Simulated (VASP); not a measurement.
Write the native input for VASP 6.6.1 that does the following.

```
Task                   : single point
Functional             : PBE
Potentials or basis    : VASP PAW PBE potentials, release 64 (Bi_d, Te)
Cutoff                 : 520 eV
k mesh                 : 12 × 12 × 12
Occupations            : gaussian, width 0.1 eV
Spin                   : no spin polarisation
Dipole correction      : no
Further INCAR settings : ALGO = Normal; EDIFF = 1e-07; NBANDS = 18
```

The structure of BiTe lies in POSCAR:

```
BiTe
1.0
    0.0000000000      3.2756122711      3.2756122711
    3.2756122711      0.0000000000      3.2756122711
    3.2756122711      3.2756122711      0.0000000000
Bi Te
1 1
Direct
    0.0000000000      0.0000000000      0.0000000000
    0.5000000000      0.5000000000      0.5000000000
```

These files were run (other wordings do the same):

INCAR

```
  ALGO = Normal
  EDIFF = 1E-7
  ENCUT = 520
  GGA = PE
  ISIF = 2
  ISMEAR = 0
  LASPH = T
  LCHARG = F
  LREAL = F
  LWAVE = F
  NBANDS = 18
  NELM = 60
  PREC = Accurate
  SIGMA = 0.1
```

KPOINTS

```
k-points
0
Gamma
  12 12 12
```

Potentials or basis: VASP PAW PBE potentials, release 64 (Bi_d, Te).

The run is started by

```console
$ cat potpaw_PBE.64/Bi_d/POTCAR potpaw_PBE.64/Te/POTCAR > POTCAR
$ mpirun -np 1 vasp_std > vasp.out
```

Results of the run:

```yaml
Pressure: -1.1 GPa
Band_gap_on_the_k_mesh: zero (an odd number of electrons rules out a gap without spin polarisation)
```

Caveat: spin-orbit coupling is left out, which moves the levels of the heavy elements.

It took 110 s on 1 thread of Intel Xeon 8259CL (shared host), peak memory 0.26 GiB.
